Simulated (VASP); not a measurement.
# KCl (Pm-3m) in VASP: further runs, part 2 of 2

VASP 6.6.1.

### Step 4. Single point, PBE (volume changed by -5%)

INCAR

```
SYSTEM = KCl
  PREC = Accurate
  ENCUT = 520
  EDIFF = 1E-7
  ISMEAR = 0
  SIGMA = 0.01
  LREAL = .False.
  LASPH = .True.
  NELM = 100
  ALGO = Normal
  ISIF = 2
  LWAVE = .False.
  LCHARG = .False.
  GGA = PE
  NBANDS = 15
```

KPOINTS

```
regular mesh
0
Gamma
  4 4 4
  0 0 0
```

POSCAR

```
KCl
1.0
    3.7072378361      0.0000000000      0.0000000000
    0.0000000000      3.7072378361      0.0000000000
    0.0000000000      0.0000000000      3.7072378361
K Cl
1 1
Direct
    0.0000000000      0.0000000000      0.0000000000
    0.5000000000      0.5000000000      0.5000000000
```

Potentials or basis: VASP PAW PBE potentials, release 64 (K_sv, Cl).

On the command line:

```bash
$ cat potpaw_PBE.64/K_sv/POTCAR potpaw_PBE.64/Cl/POTCAR > POTCAR
$ mpirun -np 1 vasp_std > vasp.out
```

OUTCAR:

```text
SYSTEM = KCl
   PREC = Accurate
   ENCUT = 520
   EDIFF = 1E-7
   ISMEAR = 0
   LREAL = .False.
   LASPH = .True.
   NELM = 100
   ISIF = 2
   GGA = PE

 ion  position               nearest neighbor table
   1  0.000  0.000  0.000-   2 3.21   2 3.21   2 3.21   2 3.21   2 3.21   2 3.21   2 3.21   2 3.21

   2  0.500  0.500  0.500-   1 3.21   1 3.21   1 3.21   1 3.21   1 3.21   1 3.21   1 3.21   1 3.21

  LATTYP: Found a simple cubic cell.
 ALAT       =     3.7072378361

  Lattice vectors:

 A1 = (   3.7072378361,   0.0000000000,   0.0000000000)
 A2 = (   0.0000000000,   3.7072378361,   0.0000000000)
 A3 = (   0.0000000000,   0.0000000000,   3.7072378361)

Analysis of symmetry for initial positions (statically):
=====================================================================
 Subroutine PRICEL returns:
 Original cell was already a primitive cell.

 Routine SETGRP: Setting up the symmetry group for a
 simple cubic supercell.

 Subroutine GETGRP returns: Found 48 space group operations
 (whereof 48 operations were pure point group operations)
 out of a pool of 48 trial point group operations.

The static configuration has the point symmetry O_h .

[... 160 lines left out ...]
      6      -0.5025      2.00000
      7      -0.5025      2.00000
      8      -0.5025      2.00000
      9       4.9888      0.00000
     10       6.1771      0.00000
     11       6.1771      0.00000
     12      10.6339      0.00000
     13      10.6339      0.00000
     14      10.6339      0.00000
[... 149 lines left out ...]
      2     -12.5336      2.00000
      3     -11.7685      2.00000
      4     -11.7685      2.00000
      5     -11.7685      2.00000
      6      -1.8521      2.00000
      7      -1.8521      2.00000
      8      -1.8521      2.00000
      9       8.8669      0.00000
     10       8.8669      0.00000
     11       8.8669      0.00000
     12      10.0740      0.00000
     13      10.0740      0.00000
     14      10.0740      0.00000
     15      12.4605      0.00000

------------------------ aborting loop because EDIFF is reached ----------------------------------------

  FORCE on cell =-STRESS in cart. coord.  units (eV):
  Direction    XX          YY          ZZ          XY          YZ          ZX
  --------------------------------------------------------------------------------------
  -------------------------------------------------------------------------------------
  Total        0.7976187      0.7976187      0.7976187     -0.0000000     -0.0000000     -0.0000000
  in kB       25.0815620     25.0815620     25.0815620     -0.0000000     -0.0000000     -0.0000000
  external PRESSURE =      25.0815620 kB  Pullay stress =       0.0000000 kB

 VOLUME and BASIS-vectors are now :
 -----------------------------------------------------------------------------
  energy-cutoff  :      520.00
  volume of cell :       50.95
      direct lattice vectors                 reciprocal lattice vectors
     3.707237836  0.000000000  0.000000000     0.269742607  0.000000000  0.000000000
     0.000000000  3.707237836  0.000000000     0.000000000  0.269742607  0.000000000
     0.000000000  0.000000000  3.707237836     0.000000000  0.000000000  0.269742607

 POSITION                                       TOTAL-FORCE (eV/Angst)
 -----------------------------------------------------------------------------------
      0.00000      0.00000      0.00000         0.000000      0.000000      0.000000
      1.85362      1.85362      1.85362         0.000000      0.000000      0.000000
 -----------------------------------------------------------------------------------
    total drift:                               -0.000000      0.000000      0.000000

  FREE ENERGIE OF THE ION-ELECTRON SYSTEM (eV)
  ---------------------------------------------------
  free  energy   TOTEN  =        -6.6120325543 eV

  energy  without entropy=       -6.6120325543  energy(sigma->0) =       -6.61203255
```

OSZICAR:

```text
N       E                     dE             d eps       ncg     rms          rms(c)
DAV:   1     0.105138000036E+03    0.10514E+03   -0.73131E+03   300   0.986E+02
DAV:   2    -0.922915973217E+00   -0.10606E+03   -0.99426E+02   413   0.249E+02
DAV:   3    -0.671469462656E+01   -0.57918E+01   -0.57645E+01   398   0.506E+01
DAV:   4    -0.690270080783E+01   -0.18801E+00   -0.18798E+00   451   0.892E+00
DAV:   5    -0.690426159769E+01   -0.15608E-02   -0.15608E-02   419   0.890E-01    0.332E+00
DAV:   6    -0.664140835138E+01    0.26285E+00   -0.27638E-01   356   0.327E+00    0.280E+00
DAV:   7    -0.660960388901E+01    0.31804E-01   -0.88807E-02   391   0.202E+00    0.162E+00
DAV:   8    -0.661175633526E+01   -0.21524E-02   -0.16684E-02   396   0.986E-01    0.170E-01
DAV:   9    -0.661181814203E+01   -0.61807E-04   -0.61488E-04   419   0.177E-01    0.984E-02
DAV:  10    -0.661203375336E+01   -0.21561E-03   -0.28387E-04   328   0.135E-01    0.240E-02
DAV:  11    -0.661203250848E+01    0.12449E-05   -0.84805E-06   442   0.225E-02    0.786E-03
DAV:  12    -0.661203248283E+01    0.25648E-07   -0.13604E-06   328   0.994E-03    0.185E-03
DAV:  13    -0.661203258439E+01   -0.10156E-06   -0.11359E-07   351   0.302E-03    0.422E-04
DAV:  14    -0.661203255430E+01    0.30088E-07   -0.12379E-08   248   0.944E-04
   1 F= -.66120326E+01 E0= -.66120326E+01  d E =-.210200E-24
```

stdout:

```text
POSCAR found type information on POSCAR K Cl
 POSCAR found :  2 types and       2 ions
 scaLAPACK will be used
 LDA part: xc-table for (Slater+PW92), standard interpolation
 POSCAR, INCAR and KPOINTS ok, starting setup
 FFT: planning ... GRIDC
 FFT: planning ... GRID_SOFT
 FFT: planning ... GRID
 WAVECAR not read
 entering main loop
```

Run time: 11 s. Hardware: 1 thread of Intel Xeon 8259CL, shared host; peak memory 0.15 GiB.

Results:

```yaml
Free_energy: -6.6120 eV
Pressure: 2.5 GPa
Band_gap_on_the_k_mesh: 5.27 eV, indirect (least direct gap 5.49 eV)
```

Caveat: the k points lie up to 0.42 Å⁻¹ apart.

### Step 5. Single point, PBE (volume changed by +5%)

INCAR

```
SYSTEM = KCl
PREC = Accurate ; ENCUT = 520
EDIFF = 1E-6 ; ISMEAR = 0
SIGMA = 0.01 ; LREAL = .FALSE.
LASPH = .TRUE. ; NELM = 80
ALGO = Normal ; ISIF = 2
LWAVE = .FALSE. ; LCHARG = .FALSE.
GGA = PE ; NBANDS = 15
```

KPOINTS

```
regular mesh
0
G
  4 4 4
  0 0 0
```

POSCAR

```
KCl
1.0
    3.8330017142      0.0000000000      0.0000000000
    0.0000000000      3.8330017142      0.0000000000
    0.0000000000      0.0000000000      3.8330017142
K Cl
1 1
Direct
    0.0000000000      0.0000000000      0.0000000000
    0.5000000000      0.5000000000      0.5000000000
```

On the command line:

```bash
$ cat potpaw_PBE.64/K_sv/POTCAR potpaw_PBE.64/Cl/POTCAR > POTCAR
$ mpirun -np 1 vasp_std > vasp.out
```

Run time: 14 s. Hardware: 1 thread of Intel Xeon 8259CL, shared host; peak memory 0.16 GiB.

Results (log left out):

```
Free energy            : -6.6533 eV
Pressure               : 0.1 GPa
Band gap on the k mesh : 4.81 eV, indirect (least direct gap 5.02 eV)
```

Levels at points of the mesh, in eV from the valence-band top:
| k point | band 5 | band 6 | band 7 | band 8 | band 9 | band 10 | band 11 | band 12 |
| --- | --- | --- | --- | --- | --- | --- | --- | --- |
| (0.00, 0.00, 0.00) | -11.44 | -0.20 | -0.20 | -0.20 | 4.81 | 6.56 | 6.56 | 10.65 |
| (0.50, 0.00, 0.00) | -11.29 | -1.77 | -0.21 | -0.21 | 7.72 | 7.91 | 8.26 | 10.14 |
| (0.50, 0.50, 0.00) | -11.39 | -1.20 | -1.20 | 0.00 | 6.19 | 7.29 | 8.94 | 8.94 |
| (0.50, 0.50, 0.50) | -11.61 | -1.32 | -1.32 | -1.32 | 8.82 | 8.82 | 8.82 | 9.90 |

 A k mesh can miss the band edges.

### Step 6. Single point, PBE (volume changed by +10%)

INCAR

```
  ALGO = Normal
  EDIFF = 1E-7
  ENCUT = 520
  GGA = PE
  ISIF = 2
  ISMEAR = 0
  LASPH = T
  LCHARG = F
  LREAL = F
  LWAVE = F
  NBANDS = 15
  NELM = 80
  PREC = Accurate
  SIGMA = 0.01
```

KPOINTS

```
k-points
0
Gamma
  4 4 4
```

POSCAR

```
KCl
1.0
    3.8929020411      0.0000000000      0.0000000000
    0.0000000000      3.8929020411      0.0000000000
    0.0000000000      0.0000000000      3.8929020411
K Cl
1 1
Direct
    0.0000000000      0.0000000000      0.0000000000
    0.5000000000      0.5000000000      0.5000000000
```

Potentials or basis: VASP PAW PBE potentials, release 64 (K_sv, Cl).

On the command line:

```bash
$ cat potpaw_PBE.64/K_sv/POTCAR potpaw_PBE.64/Cl/POTCAR > POTCAR
$ mpirun -np 1 vasp_std > vasp.out
```

Wall time 15 s (1 thread of Intel Xeon 8259CL, shared host); peak memory 0.16 GiB.

Results (log left out):

```yaml
Free_energy: -6.6482 eV
Pressure: -0.7 GPa
Band_gap_on_the_k_mesh: 4.63 eV, indirect (least direct gap 4.82 eV)
```

Levels at points of the mesh, in eV from the valence-band top:
| k point | band 4 | band 5 | band 6 | band 7 | band 8 | band 9 | band 10 | band 11 | band 12 | band 13 |
| --- | --- | --- | --- | --- | --- | --- | --- | --- | --- | --- |
| (0.00, 0.00, 0.00) | -11.54 | -11.54 | -0.19 | -0.19 | -0.19 | 4.63 | 6.59 | 6.59 | 10.52 | 10.52 |
| (0.50, 0.00, 0.00) | -11.51 | -11.39 | -1.65 | -0.19 | -0.19 | 7.50 | 7.87 | 8.00 | 10.11 | 10.33 |
| (0.50, 0.50, 0.00) | -11.73 | -11.49 | -1.13 | -1.13 | 0.00 | 6.15 | 7.22 | 8.89 | 8.89 | 11.00 |
| (0.50, 0.50, 0.50) | -11.69 | -11.69 | -1.21 | -1.21 | -1.21 | 8.67 | 8.67 | 8.67 | 9.70 | 9.70 |

 A k mesh can miss the band edges.

### Step 7. Overview

| cell | gap on the mesh (eV) | pressure (GPa) |
| --- | --- | --- |
| a = 3.641 Å, 2 atoms | 5.55 | 4.3 |
| a = 3.771 Å, 2 atoms | 5.03 | 1.1 |
| a = 3.707 Å, 2 atoms | 5.27 | 2.5 |
| a = 3.833 Å, 2 atoms | 4.81 | 0.1 |
| a = 3.893 Å, 2 atoms | 4.63 | -0.7 |

Alike in all rows: task single point; level PBE; potentials or basis VASP PAW PBE potentials, release 64 (K_sv, Cl); no spin polarisation; k mesh 4 × 4 × 4; cutoff (eV) 520; smearing gaussian 0.01 eV.

Caveats: some runs use coarse meshes.

Total energies depend on the potentials used, so only differences within one code and one set of settings carry meaning.
